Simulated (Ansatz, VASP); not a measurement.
**Two plane-wave programs on NaCl**

```
Na Cl
1.0
     0.00000    2.80946    2.80946
     2.80946    0.00000    2.80946
     2.80946    2.80946    0.00000
Na Cl
1 1
Direct
  0.00000 0.00000 0.00000
  0.50000 0.50000 0.50000
```

Alike in both runs: task single point; functional PBE; k mesh 10 × 10 × 10; occupations gaussian, width 0.05 eV; no spin polarisation.

|  | VASP | Ansatz |
| --- | --- | --- |
| version | VASP 6.6.1 | Ansatz 0.2.0 |
| potentials or method | VASP PAW PBE potentials, release 64 (Na_pv, Cl), cutoff 520 eV | scalar-relativistic, plane waves, PAW |
| valence electrons in the cell | 14 | 16 |

```tsv
	VASP	Ansatz	Ansatz less VASP
gap on the k mesh at the Fermi level (eV)	5.15	5.15	0.000
least direct gap on the mesh (eV)	5.15	5.15	0.000
pressure (GPa)	1.0	1.1	+0.03
```

With one functional, cell and mesh, what is left measures potentials, basis and numerics. VASP's potentials hold 14 valence electrons a cell and Ansatz's 16, so a difference there can come from the potentials and not from the codes.
